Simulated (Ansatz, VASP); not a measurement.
## One calculation of ZrTa2C2, two programs

Contents of INCAR:

```
SYSTEM = ZrTa2C2
PREC = Accurate ; ENCUT = 520
EDIFF = 1E-6 ; ISMEAR = 0
SIGMA = 0.1 ; LREAL = .False.
LASPH = .True. ; NELM = 100
ALGO = Normal ; ISIF = 2
LWAVE = .False. ; LCHARG = .False.
GGA = PE ; NBANDS = 29
```

KPOINTS

```
Automatic mesh
0
Gamma
  4 4 4
  0 0 0
```

POSCAR

```
ZrTa2C2
1.0
    4.0785567600      0.0000000000      0.0000000000
    0.0000000000      4.0785567600      0.0000000000
    0.0000000000      0.0000000000      5.5542444000
Zr Ta C
1 2 2
Direct
    0.0000000000      0.0000000000      0.2309023100
    0.5000000000      0.0000000000      0.8242904800
    0.0000000000      0.5000000000      0.8242904800
    0.0000000000      0.0000000000      0.8383164300
    0.0000000000      0.0000000000      0.6159742600
```

Input for Ansatz:

```yaml
crystal:
  lattice:
    - [4.07855676, 0.0, 0.0]
    - [0.0, 4.07855676, 0.0]
    - [0.0, 0.0, 5.5542444]
  atoms:
    - { symbol: Zr, position: [0.0, 0.0, 0.23090231] }
    - { symbol: Ta, position: [0.5, 0.0, 0.82429048] }
    - { symbol: Ta, position: [0.0, 0.5, 0.82429048] }
    - { symbol: C, position: [0.0, 0.0, 0.83831643] }
    - { symbol: C, position: [0.0, 0.0, 0.61597426] }
basis:
  ecutwfc: 420
kpoints:
  mp_grid: { grid: [4, 4, 4] }
hamiltonian:
  xc: pbe
scf:
  occupations: { method: gaussian, width: 0.1 }
  lower_state_search: "off"
output:
  forces: true
  stress: true
  eigenvalues: true
```

Alike in both runs: task single point; functional PBE; k mesh 4 × 4 × 4; occupations gaussian, width 0.1 eV; no spin polarisation.

```csv
,VASP,Ansatz
version,VASP 6.6.1,Ansatz 0.2.0
potentials or method,"VASP PAW PBE potentials, release 64 (Zr_sv, Ta_pv, C), cutoff 520 eV","scalar-relativistic, plane waves, PAW"
valence electrons in the cell,42,46
```

Ansatz gave:

- gap on the k mesh at the Fermi level (eV): none
- pressure (GPa): 18.2
- traceless stress, the component that is largest in VASP (GPa): 8.76
- rms of the force components (eV/Å): 3.614

Task: What did VASP give for the same quantities?

Result: gap on the k mesh at the Fermi level (eV): none; pressure (GPa): 18.6; traceless stress, the component that is largest in VASP (GPa): 8.72; rms of the force components (eV/Å): 3.661.

Atom by atom the forces differ by 0.051 eV/Å (rms over components). A gap of «none» marks a metal or a gap that the smearing closes. The functional is the same, so the differences come from potentials, cutoffs and numerics. VASP's potentials hold 42 valence electrons a cell and Ansatz's 46, so a difference there can come from the potentials and not from the codes.

The k mesh is coarse, so the values compare programs but aren't converged. Spin-orbit coupling is off throughout.
